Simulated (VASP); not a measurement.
# C (Cmme) in VASP: a series of runs

C is run at these levels: PBE; tasks: single point.

Program: VASP 6.6.1. These are calculated values, not measurements. Logs are shortened: lines on timing, memory, paths and dates and some standing lists are left out, and cuts for length are marked.

## (1) The cell of the first run

Symmetry: Cmme, No. 67, orthorhombic system. Conventional cell: a = 2.294 Å, b = 4.571 Å, c = 8.707 Å, α = 90.00°, β = 90.00°, γ = 90.00°. Within 1.8 Å of C (site symmetry m) lie 3 C at 1.38 to 1.52 Å.

## (2) Single point, PBE (normal strain along x -0.0700, normal strain along y +0.0700)

The input, INCAR:

```
SYSTEM = C
PREC = Accurate
ENCUT = 520
EDIFF = 1E-6
ISMEAR = 0
SIGMA = 0.15
LREAL = .FALSE.
LASPH = .TRUE.
NELM = 80
ALGO = Normal
ISIF = 2
LWAVE = .FALSE.
LCHARG = .FALSE.
GGA = PE
NBANDS = 16
```

The input, KPOINTS:

```
Automatic mesh
0
G
  18 18 6
  0 0 0
```

The input, POSCAR:

```
C
1.0
    1.1469476963     -2.2855675599      0.0000000000
    1.1469476963      2.2855675599      0.0000000000
    0.0000000000      0.0000000000      8.7070207245
C
4
Direct
    0.0833329406      0.9166670594      0.7503043452
    0.5833329406      0.4166670594      0.2496956548
    0.9166670594      0.0833329406      0.2496956548
    0.4166670594      0.5833329406      0.7503043452
```

Potentials or basis: VASP PAW PBE potentials, release 64 (C).

Started as:

```console
> cat potpaw_PBE.64/C/POTCAR > POTCAR
> mpirun -np 1 vasp_std > vasp.out
```

OUTCAR:

```text
SYSTEM = C
   PREC = Accurate
   ENCUT = 520
   EDIFF = 1E-6
   ISMEAR = 0
   LREAL = .FALSE.
   LASPH = .TRUE.
   NELM = 80
   ISIF = 2
   GGA = PE

 ion  position               nearest neighbor table
   1  0.083  0.917  0.750-   4 1.38   4 1.38   4 1.52
   2  0.583  0.417  0.250-   3 1.38   3 1.38   3 1.52
   3  0.917  0.083  0.250-   2 1.38   2 1.38   2 1.52
   4  0.417  0.583  0.750-   1 1.38   1 1.38   1 1.52

  LATTYP: Found a base centered orthorhombic cell.
 ALAT       =     2.2938953926
 B/A-ratio  =     1.9927391347
 C/A-ratio  =     3.7957357396

  Lattice vectors:

 A1 = (   1.1469476963,  -2.2855675599,   0.0000000000)
 A2 = (   1.1469476963,   2.2855675599,   0.0000000000)
 A3 = (   0.0000000000,   0.0000000000,   8.7070207245)

Analysis of symmetry for initial positions (statically):
=====================================================================
 Subroutine PRICEL returns:
 Original cell was already a primitive cell.

 Routine SETGRP: Setting up the symmetry group for a
 base centered orthorhombic supercell.

 Subroutine GETGRP returns: Found  8 space group operations
 (whereof  4 operations were pure point group operations)
 out of a pool of  8 trial point group operations.

The static configuration has the point symmetry C_2h.
 The point group associated with its full space group is D_2h.

Analysis of symmetry for dynamics (positions and initial velocities):
=====================================================================
 Subroutine PRICEL returns:
 Original cell was already a primitive cell.

 Routine SETGRP: Setting up the symmetry group for a
 base centered orthorhombic supercell.

 Subroutine GETGRP returns: Found  8 space group operations
 (whereof  4 operations were pure point group operations)
 out of a pool of  8 trial point group operations.

The dynamic configuration has the point symmetry C_2h.
 The point group associated with its full space group is D_2h.

 Subroutine INISYM returns: Found  8 space group operations
 (whereof  4 operations are pure point group operations),
 and found     1 'primitive' translations

----------------------------------------------------------------------------------------

                                     Primitive cell

  volume of cell :      45.6496

  direct lattice vectors                    reciprocal lattice vectors
     1.146947696 -2.285567560  0.000000000     0.435939670 -0.218764043  0.000000000
     1.146947696  2.285567560  0.000000000     0.435939670  0.218764043  0.000000000
     0.000000000  0.000000000  8.707020724     0.000000000  0.000000000  0.114849847

  length of vectors
     2.557207088  2.557207088  8.707020724     0.487751066  0.487751066  0.114849847

  position of ions in fractional coordinates (direct lattice)
     0.083332941  0.916667059  0.750304345
     0.583332941  0.416667059  0.249695655
     0.916667059  0.083332941  0.249695655
     0.416667059  0.583332941  0.750304345

  ion indices of the primitive-cell ions
   primitive index   ion index
                 1           1
                 2           2
                 3           3
                 4           4

----------------------------------------------------------------------------------------

 KPOINTS: Automatic mesh

Automatic generation of k-mesh.
 Grid dimensions read from file:
 generate k-points for:   18   18    6

 Generating k-lattice:

  Cartesian coordinates                     Fractional coordinates (reciprocal lattice)
     0.024218871 -0.012153558  0.000000000     0.055555556 -0.000000000  0.000000000
     0.024218871  0.012153558  0.000000000    -0.000000000  0.055555556  0.000000000
     0.000000000  0.000000000  0.019141641     0.000000000  0.000000000  0.166666667

  Length of vectors
     0.027097281  0.027097281  0.019141641

  Shift w.r.t. Gamma in fractional coordinates (k-lattice)
     0.000000000  0.000000000  0.000000000

 Subroutine IBZKPT returns following result:
 ===========================================

 Found    364 irreducible k-points:

 Following reciprocal coordinates:
            Coordinates               Weight
  0.000000  0.000000  0.000000      1.000000
  0.055556  0.000000  0.000000      4.000000
  0.111111  0.000000  0.000000      4.000000
  0.166667  0.000000  0.000000      4.000000
  0.222222  0.000000  0.000000      4.000000
  0.277778  0.000000  0.000000      4.000000
[... 16 lines left out ...]
 -0.277778  0.055556  0.000000      4.000000
 -0.222222  0.055556  0.000000      4.000000
 [... further k-points ...]
   k-points           NKPTS =    364   k-points in BZ     NKDIM =    364   number of bands    NBANDS=     16
   number of dos      NEDOS =    301   number of ions     NIONS =      4
   total plane-waves  NPLWV =  28000
   dimension x,y,z NGX =    20 NGY =   20 NGZ =   70
   dimension x,y,z NGXF=    40 NGYF=   40 NGZF=  140
   ions per type =               4
   NGX,Y,Z   is equivalent  to a cutoff of  13.00, 13.00, 13.37 a.u.
   NGXF,Y,Z  is equivalent  to a cutoff of  26.00, 26.00, 26.73 a.u.
 SYSTEM =  C
   PREC   = accura    normal or accurate (medium, high low for compatibility)
   ISTART =      0    job   : 0-new  1-cont  2-samecut
   ICHARG =      2    charge: 1-file 2-atom 10-const
   ISPIN  =      1    spin polarized calculation?
   LNONCOLLINEAR =      F non collinear calculations
   LSORBIT =      F    spin-orbit coupling
   LASPH  =      T    aspherical Exc in radial PAW
   ENCUT  =  520.0 eV  38.22 Ry    6.18 a.u.   4.75  4.75 16.19*2*pi/ulx,y,z
   NELM   =     80;   NELMIN=  2; NELMDL= -5     # of ELM steps
   EDIFF  = 0.1E-05   stopping-criterion for ELM
   LREAL  =      F    real-space projection
   EDIFFG = 0.1E-04   stopping-criterion for IOM
   NSW    =      0    number of steps for IOM
   IBRION =     -1    ionic relax: 0-MD 1-quasi-New 2-CG
   NFREE  =      0    steps in history (QN), initial steepest desc. (CG)
   ISIF   =      2    stress and relaxation
   ISYM   =      2    0-nonsym 1-usesym 2-fastsym
   POTIM  = 0.5000    time-step for ionic-motion
   TEBEG  =    0.0;   TEEND  =   0.0 temperature during run
   PSTRESS=    0.0 pullay stress
   NELECT =      16.0000    total number of electrons
   NUPDOWN=      -1.0000    fix difference up-down
   EMIN   =  10.00;   EMAX   =-10.00  energy-range for DOS
   EFERMI =   0.00;   METHOD = LEGACY
   ISMEAR =     0;   SIGMA  =   0.15  broadening in eV -4-tet -1-fermi 0-gaus
   EFERMI_NEDOS =   21; number of points for ismear=-14 and -15
   IALGO  =     38    algorithm
   IMIX   =      4    mixing-type and parameters
     AMIX     =   0.40;   BMIX     =  1.00
     AMIX_MAG =   1.60;   BMIX_MAG =  1.00
  volume/ion in A,a.u.               =      11.41        77.01
  Fermi-wavevector in a.u.,A,eV,Ry     =   1.154257  2.181229 18.127158  1.332309
  Thomas-Fermi vector in A             =   2.290895
   LORBIT       =      0    0 simple, 1 ext, 2 COOP (PROOUT), +10 PAW based schemes
   GGA     = PE    functional components
   LHFCALC =     F    Hartree Fock is set to
   AEXX    =    0.0000 exact exchange contribution
   IVDW    =     0    specifies the selected vdW correction
   LEPSILON=     F    determine dielectric tensor
   LRPA    =     F    only Hartree local field effects (RPA)
 non-spin polarized calculation
 Gauss-broadening in eV      SIGMA  =   0.15
  energy-cutoff  :      520.00
  volume of cell :       45.65
 maximum number of plane-waves:      1248
   NGX =  9   NGY =  9   NGZ = 33

 number of electron      16.0000001 magnetization

 Free energy of the ion-electron system (eV)
  ---------------------------------------------------
  ext. energy  EPLUGINS =         0.00000000
  ---------------------------------------------------
  free energy    TOTEN  =       -35.92051721 eV

  energy without entropy =      -35.92049539  energy(sigma->0) =      -35.92050630

 E-fermi :   2.8153     XC(G=0):  -8.6028

 val. band max:        2.4925628101   @ k =   0.3333   0.2778   0.0000
 cond. band min:       3.1503431020   @ k =   0.3333   0.2778   0.1667
 fundamental gap:      0.6577802919
 Fermi energy:         2.8152908010

 k-point     1 :       0.0000    0.0000    0.0000
  band No.  band energies     occupation
      1     -16.9431      2.00000
      2     -16.9146      2.00000
      3      -5.1920      2.00000
      4      -4.7768      2.00000
      5      -0.8962      2.00000
      6      -0.8874      2.00000
[... 8 lines left out ...]
     15      12.7744      0.00000
     16      13.9606      0.00000

 k-point     2 :       0.0556    0.0000    0.0000
  band No.  band energies     occupation
      1     -16.8643      2.00000
      2     -16.8360      2.00000
      3      -5.0959      2.00000
      4      -4.6824      2.00000
      5      -1.0475      2.00000
      6      -1.0392      2.00000
[... 8 lines left out ...]
     15      12.8107      0.00000
     16      13.7374      0.00000

 k-point     3 :       0.1111    0.0000    0.0000
  band No.  band energies     occupation
      1     -16.6281      2.00000
      2     -16.6005      2.00000
      3      -4.8085      2.00000
      4      -4.4001      2.00000
      5      -1.4584      2.00000
      6      -1.4513      2.00000
[... 8 lines left out ...]
     15      13.0734      0.00000
     16      13.1004      0.00000

 k-point     4 :       0.1667    0.0000    0.0000
  band No.  band energies     occupation
      1     -16.2359      2.00000
      2     -16.2092      2.00000
      3      -4.3327      2.00000
      4      -3.9332      2.00000
      5      -2.1341      2.00000
      6      -2.1332      2.00000
[... 8 lines left out ...]
     15      12.8433      0.00000
     16      12.8572      0.00000
[... 324 lines left out ...]
 k-point    22 :      -0.3333    0.0556    0.0000
  band No.  band energies     occupation
      1     -14.6326      2.00000
      2     -14.6094      2.00000
      3      -5.4717      2.00000
      4      -5.4646      2.00000
      5      -3.8565      2.00000
      6      -3.8515      2.00000
[... 8 lines left out ...]
     15      15.3559      0.00000
     16      17.0487      0.00000

 k-point    23 :      -0.2778    0.0556    0.0000
  band No.  band energies     occupation
      1     -15.3851      2.00000
      2     -15.3603      2.00000
      3      -3.9843      2.00000
      4      -3.9807      2.00000
      5      -3.3335      2.00000
      6      -3.3296      2.00000
[... 8 lines left out ...]
     15      14.5086      0.00000
     16      15.5133      0.00000

 k-point    24 :      -0.2222    0.0556    0.0000
  band No.  band energies     occupation
      1     -15.9894      2.00000
      2     -15.9633      2.00000
      3      -4.0385      2.00000
      4      -3.6459      2.00000
      5      -2.9574      2.00000
      6      -2.9519      2.00000
[... 8 lines left out ...]
     15      13.8265      0.00000
     16      14.1992      0.00000

 [... further k-points ...]
[... 5 lines left out ...]
  --------------------------------------------------------------------------------------
  -------------------------------------------------------------------------------------
  Total       16.2563904    -11.7025131     -0.0124655      0.0000000      0.0000000      0.0000000
  in kB      570.5549151   -410.7262565     -0.4375034      0.0000000      0.0000000      0.0000000
  external PRESSURE =      53.1303851 kB  Pullay stress =       0.0000000 kB

 VOLUME and BASIS-vectors are now :
 -----------------------------------------------------------------------------
  energy-cutoff  :      520.00
  volume of cell :       45.65
      direct lattice vectors                 reciprocal lattice vectors
     1.146947696 -2.285567560  0.000000000     0.435939670 -0.218764043  0.000000000
     1.146947696  2.285567560  0.000000000     0.435939670  0.218764043  0.000000000
     0.000000000  0.000000000  8.707020724     0.000000000  0.000000000  0.114849847

 POSITION                                       TOTAL-FORCE (eV/Angst)
 -----------------------------------------------------------------------------------
      1.14695      1.90464      6.53292         0.000000     -1.111903     -0.000086
      1.14695     -0.38093      2.17411         0.000000     -1.111903      0.000086
      1.14695     -1.90464      2.17411         0.000000      1.111903      0.000086
      1.14695      0.38093      6.53292         0.000000      1.111903     -0.000086
 -----------------------------------------------------------------------------------
    total drift:                                0.000000     -0.000000      0.000000

  FREE ENERGIE OF THE ION-ELECTRON SYSTEM (eV)
  ---------------------------------------------------
  free  energy   TOTEN  =       -35.9205172103 eV

  energy  without entropy=      -35.9204953909  energy(sigma->0) =      -35.92050630
```

Wall time 1.8 min (1 thread of Intel Xeon 6975P-C (Granite Rapids), shared host); peak memory 0.3 GiB.

Results:

- Free energy: -35.9205 eV
- Pressure: 5.3 GPa
- Largest force: 1.112 eV/Å

Forces in eV/Å, atoms in the order of the input:
```
C    0.000 -1.112  0.000
C    0.000 -1.112  0.000
C    0.000  1.112  0.000
C    0.000  1.112  0.000
```

Caveat: the cell differs from its parent crystal (normal strain along x -0.0700, normal strain along y +0.0700); the stress differs along the axes, from -41 to 57 GPa; this functional lacks dispersion, which binds layers or chains, so the pressure and a relaxed spacing across them are unreliable; forces of over 1 eV/Å act on the atoms, so gaps and moduli don't describe the material at rest.

(Continued in part 2 of 2.)
